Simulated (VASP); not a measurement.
# CuO in VASP: a series of runs

The runs below take CuO through single point, with r2SCAN, PBE.

All numbers are computed with VASP 6.6.1; they aren't measurements. Logs are shortened: lines on timing, memory, paths and dates and some standing lists are left out, and cuts for length are marked.

## Step 1: The cell of the first run

It takes space group Cc (No. 9, monoclinic). The conventional cell has a = 4.720 Å, b = 3.449 Å, c = 5.166 Å, α = 90.00°, β = 99.65°, γ = 90.00°. Cu (site symmetry 1) has 4 O at 1.92 to 2.03 Å within 2.5 Å. Within 2.5 Å of O (site symmetry 1) lie 4 Cu at 1.92 to 2.03 Å.

## Step 2: Single point, r2SCAN

File POSCAR:

```
CuO
1.0
    2.3601779360     -1.7247473506      0.0000000000
    2.3601779360      1.7247473506      0.0000000000
   -0.8662535568      0.0000000000      5.0929435705
Cu O
2 2
Direct
    0.4968000000      0.0032000000      0.5000000000
    0.0032000000      0.4968000000      0.0000000000
    0.4056000000      0.5714000000      0.7537000000
    0.5714000000      0.4056000000      0.2537000000
```

File INCAR.step1:

```
PREC     = Accurate       # precision mode
ENCUT    = 770            # plane-wave cutoff, eV
ISMEAR   = -1             # smearing method
SIGMA    = 0.05           # smearing width, eV
LREAL    = False          # projectors in reciprocal space
LASPH    = True           # aspherical terms in the spheres
NELM     = 120            # most SCF steps
NBANDS   = 33             # bands
GGA      = PE             # functional
ALGO     = Normal         # electronic algorithm
EDIFF    = 1E-5           # SCF threshold, eV
LWAVE    = True           # write WAVECAR
LCHARG   = False          # write CHGCAR
GGA_COMPAT= False
```

File INCAR.step2:

```
PREC     = Accurate       # precision mode
ENCUT    = 770            # plane-wave cutoff, eV
EDIFF    = 1E-6           # SCF threshold, eV
ISMEAR   = -1             # smearing method
SIGMA    = 0.05           # smearing width, eV
LREAL    = False          # projectors in reciprocal space
LASPH    = True           # aspherical terms in the spheres
NELM     = 120            # most SCF steps
ALGO     = Normal         # electronic algorithm
ISIF     = 2              # what is computed and relaxed
LWAVE    = False          # write WAVECAR
LCHARG   = True           # write CHGCAR
METAGGA  = R2SCAN         # meta-GGA
LMIXTAU  = True         
LELF     = True           # ELF
LVHAR    = True         
NBANDS   = 33             # bands
ISTART   = 1            
GGA_COMPAT= False
```

File KPOINTS:

```
regular mesh
0
Gamma
  10 10 5
```

Potentials or basis: VASP PAW PBE potentials, release 64 (Cu_sv_GW, O).

Run with:

```
$ cat potpaw_PBE.64/Cu_sv_GW/POTCAR potpaw_PBE.64/O/POTCAR > POTCAR
$ cp INCAR.step1 INCAR
$ mpirun -np 1 vasp_std > vasp.out
$ cp INCAR.step2 INCAR
$ mpirun -np 1 vasp_std > vasp.out
```

OUTCAR:

```text
PREC = Accurate
   ENCUT = 770
   EDIFF = 1E-6
   ISMEAR = -1
   LREAL = False
   LASPH = True
   NELM = 120
   ISIF = 2
   METAGGA = R2SCAN
   ISTART = 1

 ion  position               nearest neighbor table
   1  0.497  0.003  0.500-   4 1.92   3 1.95   4 1.99   3 2.03
   2  0.003  0.497  0.000-   3 1.92   4 1.95   3 1.99   4 2.03
   3  0.406  0.571  0.754-   2 1.92   1 1.95   2 1.99   1 2.03
   4  0.571  0.406  0.254-   1 1.92   2 1.95   1 1.99   2 2.03

  LATTYP: Found a base centered monoclinic cell.
 ALAT       =     4.7203558720
 B/A-ratio  =     0.7307700510
 C/A-ratio  =     1.0944277397
 COS(beta)  =    -0.1676807457

  Lattice vectors:

 A1 = (   2.3601779360,  -1.7247473506,   0.0000000000)
 A2 = (   2.3601779360,   1.7247473506,   0.0000000000)
 A3 = (  -0.8662535568,   0.0000000000,   5.0929435705)

Analysis of symmetry for initial positions (statically):
=====================================================================
 Subroutine PRICEL returns:
 Original cell was already a primitive cell.

 Routine SETGRP: Setting up the symmetry group for a
 base centered monoclinic supercell.

 Subroutine GETGRP returns: Found  2 space group operations
 (whereof  1 operations were pure point group operations)
 out of a pool of  4 trial point group operations.

The static configuration has the point symmetry C_1 .
 The point group associated with its full space group is C_1h.

Analysis of symmetry for dynamics (positions and initial velocities):
=====================================================================
 Subroutine PRICEL returns:
 Original cell was already a primitive cell.

 Routine SETGRP: Setting up the symmetry group for a
 base centered monoclinic supercell.

 Subroutine GETGRP returns: Found  2 space group operations
 (whereof  1 operations were pure point group operations)
 out of a pool of  4 trial point group operations.

The dynamic configuration has the point symmetry C_1 .
 The point group associated with its full space group is C_1h.

 Subroutine INISYM returns: Found  2 space group operations
 (whereof  1 operations are pure point group operations),
 and found     1 'primitive' translations

----------------------------------------------------------------------------------------

                                     Primitive cell

  volume of cell :      41.4638

  direct lattice vectors                    reciprocal lattice vectors
     2.360177936 -1.724747351  0.000000000     0.211848434 -0.289897532  0.036033083
     2.360177936  1.724747351  0.000000000     0.211848434  0.289897532  0.036033083
    -0.866253557  0.000000000  5.092943571     0.000000000  0.000000000  0.196350104

  length of vectors
     2.923216262  2.923216262  5.166088408     0.360858312  0.360858312  0.196350104

  position of ions in fractional coordinates (direct lattice)
     0.496800000  0.003200000  0.500000000
     0.003200000  0.496800000  0.000000000
     0.405600000  0.571400000  0.753700000
     0.571400000  0.405600000  0.253700000

  ion indices of the primitive-cell ions
   primitive index   ion index
                 1           1
                 2           2
                 3           3
                 4           4

----------------------------------------------------------------------------------------

 KPOINTS: regular mesh

Automatic generation of k-mesh.
 Grid dimensions read from file:
 generate k-points for:   10   10    5

 Generating k-lattice:

  Cartesian coordinates                     Fractional coordinates (reciprocal lattice)
     0.021184843 -0.028989753  0.003603308     0.100000000  0.000000000  0.000000000
     0.021184843  0.028989753  0.003603308     0.000000000  0.100000000  0.000000000
     0.000000000  0.000000000  0.039270021     0.000000000  0.000000000  0.200000000

  Length of vectors
     0.036085831  0.036085831  0.039270021

  Shift w.r.t. Gamma in fractional coordinates (k-lattice)
     0.000000000  0.000000000  0.000000000

 Subroutine IBZKPT returns following result:
 ===========================================

 Found    141 irreducible k-points:

 Following reciprocal coordinates:
            Coordinates               Weight
  0.000000  0.000000  0.000000      1.000000
  0.100000 -0.000000  0.000000      4.000000
  0.200000 -0.000000  0.000000      4.000000
  0.300000  0.000000  0.000000      4.000000
  0.400000 -0.000000  0.000000      4.000000
  0.500000  0.000000  0.000000      2.000000
[... 16 lines left out ...]
  0.300000  0.300000  0.000000      2.000000
  0.400000  0.300000  0.000000      4.000000
 [... further k-points ...]
   k-points           NKPTS =    141   k-points in BZ     NKDIM =    141   number of bands    NBANDS=     33
   number of dos      NEDOS =    301   number of ions     NIONS =      4
   total plane-waves  NPLWV =  37632
   dimension x,y,z NGX =    28 NGY =   28 NGZ =   48
   dimension x,y,z NGXF=    56 NGYF=   56 NGZF=   96
   ions per type =               2   2
   NGX,Y,Z   is equivalent  to a cutoff of  15.92, 15.92, 15.45 a.u.
   NGXF,Y,Z  is equivalent  to a cutoff of  31.85, 31.85, 30.89 a.u.
 SYSTEM =  unknown system
   PREC   = accura    normal or accurate (medium, high low for compatibility)
   ISTART =      1    job   : 0-new  1-cont  2-samecut
   ICHARG =      0    charge: 1-file 2-atom 10-const
   ISPIN  =      1    spin polarized calculation?
   LNONCOLLINEAR =      F non collinear calculations
   LSORBIT =      F    spin-orbit coupling
   LASPH  =      T    aspherical Exc in radial PAW
   ENCUT  =  770.0 eV  56.59 Ry    7.52 a.u.   6.61  6.61 11.69*2*pi/ulx,y,z
   NELM   =    120;   NELMIN=  2; NELMDL=  0     # of ELM steps
   EDIFF  = 0.1E-05   stopping-criterion for ELM
   LREAL  =      F    real-space projection
   EDIFFG = 0.1E-04   stopping-criterion for IOM
   NSW    =      0    number of steps for IOM
   IBRION =     -1    ionic relax: 0-MD 1-quasi-New 2-CG
   NFREE  =      0    steps in history (QN), initial steepest desc. (CG)
   ISIF   =      2    stress and relaxation
   ISYM   =      2    0-nonsym 1-usesym 2-fastsym
   POTIM  = 0.5000    time-step for ionic-motion
   TEBEG  =    0.0;   TEEND  =   0.0 temperature during run
   PSTRESS=    0.0 pullay stress
   NELECT =      50.0000    total number of electrons
   NUPDOWN=      -1.0000    fix difference up-down
   EMIN   =  10.00;   EMAX   =-10.00  energy-range for DOS
   EFERMI =   0.00;   METHOD = LEGACY
   ISMEAR =    -1;   SIGMA  =   0.05  broadening in eV -4-tet -1-fermi 0-gaus
   EFERMI_NEDOS =   21; number of points for ismear=-14 and -15
   IALGO  =     38    algorithm
   IMIX   =      4    mixing-type and parameters
     AMIX     =   0.40;   BMIX     =  1.00
     AMIX_MAG =   1.60;   BMIX_MAG =  1.00
  volume/ion in A,a.u.               =      10.37        69.95
  Fermi-wavevector in a.u.,A,eV,Ry     =   1.742509  3.292865 41.311901  3.036339
  Thomas-Fermi vector in A             =   2.814761
   LORBIT       =      0    0 simple, 1 ext, 2 COOP (PROOUT), +10 PAW based schemes
   METAGGA = R2SCAN    functional components
   LHFCALC =     F    Hartree Fock is set to
   AEXX    =    0.0000 exact exchange contribution
   IVDW    =     0    specifies the selected vdW correction
   LEPSILON=     F    determine dielectric tensor
   LRPA    =     F    only Hartree local field effects (RPA)
 non-spin polarized calculation
  energy-cutoff  :      770.00
  volume of cell :       41.46
 maximum number of plane-waves:      2032
   NGX = 13   NGY = 13   NGZ = 23

 number of electron      49.9999990 magnetization

 Free energy of the ion-electron system (eV)
  ---------------------------------------------------
  ext. energy  EPLUGINS =         0.00000000
  ---------------------------------------------------
  free energy    TOTEN  =       -36.55347191 eV

  energy without entropy =      -36.53477240  energy(sigma->0) =      -36.54412215

 E-fermi :   5.2481     XC(G=0): -12.8780

 val. band max:        5.2396015244   @ k =  -0.4000   0.2000   0.4000
 cond. band min:       5.2508959951   @ k =  -0.2000   0.3000   0.4000
 fundamental gap:      0.0112944707
 Fermi energy:         5.2481441354

 k-point     1 :       0.0000    0.0000    0.0000
  band No.  band energies     occupation
      1    -111.2033      2.00000
      2    -111.2028      2.00000
      3     -67.1848      2.00000
      4     -67.1841      2.00000
      5     -67.1692      2.00000
      6     -67.1604      2.00000
[... 25 lines left out ...]
     32      22.1697      0.00000
     33      22.5283      0.00000

 k-point     2 :       0.1000   -0.0000    0.0000
  band No.  band energies     occupation
      1    -111.2032      2.00000
      2    -111.2027      2.00000
      3     -67.1856      2.00000
      4     -67.1845      2.00000
      5     -67.1688      2.00000
      6     -67.1607      2.00000
[... 25 lines left out ...]
     32      21.6237      0.00000
     33      22.6657      0.00000

 k-point     3 :       0.2000   -0.0000    0.0000
  band No.  band energies     occupation
      1    -111.2030      2.00000
      2    -111.2026      2.00000
      3     -67.1884      2.00000
      4     -67.1846      2.00000
      5     -67.1683      2.00000
      6     -67.1612      2.00000
[... 25 lines left out ...]
     32      20.8247      0.00000
     33      22.2750      0.00000

 k-point     4 :       0.3000    0.0000    0.0000
  band No.  band energies     occupation
      1    -111.2026      2.00000
      2    -111.2025      2.00000
      3     -67.1918      2.00000
      4     -67.1847      2.00000
      5     -67.1671      2.00000
      6     -67.1618      2.00000
[... 25 lines left out ...]
     32      19.6981      0.00000
     33      21.8707      0.00000

 k-point     5 :       0.4000   -0.0000    0.0000
  band No.  band energies     occupation
      1    -111.2025      2.00000
      2    -111.2024      2.00000
      3     -67.1947      2.00000
      4     -67.1849      2.00000
      5     -67.1660      2.00000
      6     -67.1628      2.00000
[... 604 lines left out ...]
 k-point    22 :      -0.2000    0.2000    0.0000
  band No.  band energies     occupation
      1    -111.2028      2.00000
      2    -111.2025      2.00000
      3     -67.1892      2.00000
      4     -67.1884      2.00000
      5     -67.1663      2.00000
      6     -67.1626      2.00000
[... 25 lines left out ...]
     32      19.6143      0.00000
     33      19.7605      0.00000

 k-point    23 :       0.3000    0.3000    0.0000
  band No.  band energies     occupation
      1    -111.2023      2.00000
      2    -111.2022      2.00000
      3     -67.1932      2.00000
      4     -67.1909      2.00000
      5     -67.1675      2.00000
      6     -67.1605      2.00000
[... 25 lines left out ...]
     32      20.4066      0.00000
     33      20.9190      0.00000

 k-point    24 :       0.4000    0.3000    0.0000
  band No.  band energies     occupation
      1    -111.2020      2.00000
      2    -111.2019      2.00000
      3     -67.1952      2.00000
      4     -67.1914      2.00000
      5     -67.1669      2.00000
      6     -67.1607      2.00000
[... 25 lines left out ...]
     32      19.1543      0.00000
     33      20.2430      0.00000

 [... further k-points ...]

------------------------ aborting loop because EDIFF is reached ----------------------------------------

  FORCE on cell =-STRESS in cart. coord.  units (eV):
  Direction    XX          YY          ZZ          XY          YZ          ZX
  --------------------------------------------------------------------------------------
  -------------------------------------------------------------------------------------
  Total       -1.8948632     -1.1230018     -2.2187132      0.0000000      0.0000000     -0.1406712
  in kB      -73.2182512    -43.3932256    -85.7319401      0.0000000      0.0000000     -5.4355918
  external PRESSURE =     -67.4478057 kB  Pullay stress =       0.0000000 kB

 VOLUME and BASIS-vectors are now :
 -----------------------------------------------------------------------------
  energy-cutoff  :      770.00
  volume of cell :       41.46
      direct lattice vectors                 reciprocal lattice vectors
     2.360177936 -1.724747351  0.000000000     0.211848434 -0.289897532  0.036033083
     2.360177936  1.724747351  0.000000000     0.211848434  0.289897532  0.036033083
    -0.866253557  0.000000000  5.092943571     0.000000000  0.000000000  0.196350104

 POSITION                                       TOTAL-FORCE (eV/Angst)
 -----------------------------------------------------------------------------------
      0.74696     -0.85134      2.54647        -0.574258     -0.318692      0.223066
      1.18009      0.85134      0.00000        -0.574258      0.318692      0.223066
      1.65300      0.28596      3.83855         0.574258     -0.385901     -0.223066
      2.08613     -0.28596      1.29208         0.574258      0.385901     -0.223066
 -----------------------------------------------------------------------------------
    total drift:                                0.004140      0.000000     -0.005144

  FREE ENERGIE OF THE ION-ELECTRON SYSTEM (eV)
  ---------------------------------------------------
  free  energy   TOTEN  =       -36.5534719063 eV

  energy  without entropy=      -36.5347723979  energy(sigma->0) =      -36.54412215
```

Wall time 16 min (1 thread of AMD EPYC 9R45 (Zen 5), shared host); peak memory 0.42 GiB.

What came out:

| Quantity | Value |
| --- | --- |
| Free energy | -36.5535 eV |
| Pressure | -6.7 GPa |
| Largest force | 0.727 eV/Å |
| Band gap on the k mesh | zero (bands 25 and 26 overlap by 0.58 eV) |

Forces on the atoms (eV/Å):
```
Cu  -0.574 -0.319  0.223
Cu  -0.574  0.319  0.223
O    0.574 -0.386 -0.223
O    0.574  0.386 -0.223
```

Caveat: the cell stands under tension; the PAW data sets were made with another functional, which shifts forces and pressure a little; semilocal functionals often make such compounds metallic where correlation or magnetic order opens a gap, which also shifts bond lengths.

## Step 3: Single point, PBE

This run uses another cell than the first one, of 9.37 Å³/atom.

File INCAR:

```
SYSTEM = CuO
PREC = Accurate
ENCUT = 520
EDIFF = 1E-7
ISMEAR = -1
SIGMA = 0.05
LREAL = .FALSE.
LASPH = .TRUE.
NELM = 60
ALGO = Normal
ISIF = 2
LWAVE = .FALSE.
LCHARG = .FALSE.
GGA = PE
NBANDS = 25
```

File KPOINTS:

```
regular mesh
0
G
  8 8 5
  0 0 0
```

File POSCAR:

```
CuO
1.0
    2.2508640000     -1.6448640000      0.0000000000
    2.2508640000      1.6448640000      0.0000000000
   -0.8261321810      0.0000000000      5.0594363927
Cu O
2 2
Direct
    0.4942875191     -0.0057704235      0.5018530156
   -0.0057704235      0.4942875191      0.0018530156
    0.4160185410      0.5724643634      0.7518469844
    0.5724643634      0.4160185410      0.2518469844
```

Potentials or basis: VASP PAW PBE potentials, release 64 (Cu, O).

Run with:

```
$ cat potpaw_PBE.64/Cu/POTCAR potpaw_PBE.64/O/POTCAR > POTCAR
$ mpirun -np 1 vasp_std > vasp.out
```

Run time: 2.2 min. Hardware: 1 thread of Intel Xeon 8259CL, shared host; peak memory 0.21 GiB.

Results (log left out):

```yaml
Free_energy: -19.2482 eV
Pressure: 22.9 GPa
Largest_force: 0.053 eV/Å
Band_gap_on_the_k_mesh: zero (bands 17 and 18 overlap by 0.46 eV)
```

Forces on the atoms (eV/Å):
```
Cu   0.000  0.000  0.000
Cu   0.000  0.000  0.000
O    0.000  0.053  0.000
O    0.000 -0.053  0.000
```

Stress tensor (GPa, compression positive):
```
25.36  0.00 -1.87
 0.00 21.47  0.00
-1.87  0.00 21.85
```

Levels at points of the mesh, in eV from the Fermi level:
```
           k point  band 15  band 16  band 17  band 18  band 19  band 20
(0.00, 0.00, 0.00)    -2.43    -1.96     0.19     0.97     2.01     6.36
(0.50, 0.00, 0.00)    -1.68    -1.55     0.03     0.21     4.50     6.71
(0.50, 0.50, 0.00)    -1.76    -1.30    -0.70     1.20     3.30     7.40
```

Caveat: the cell stands under pressure; semilocal functionals underestimate gaps, and a narrow one can read as zero; semilocal functionals often make such compounds metallic where correlation or magnetic order opens a gap, which also shifts bond lengths. With open d or f shells a metallic result of PBE can be an artefact of self-interaction; +U or a hybrid may open a gap.

(Continued in part 2 of 2.)

The gap in the log of VASP goes by the Fermi energy; the results here count the filled bands.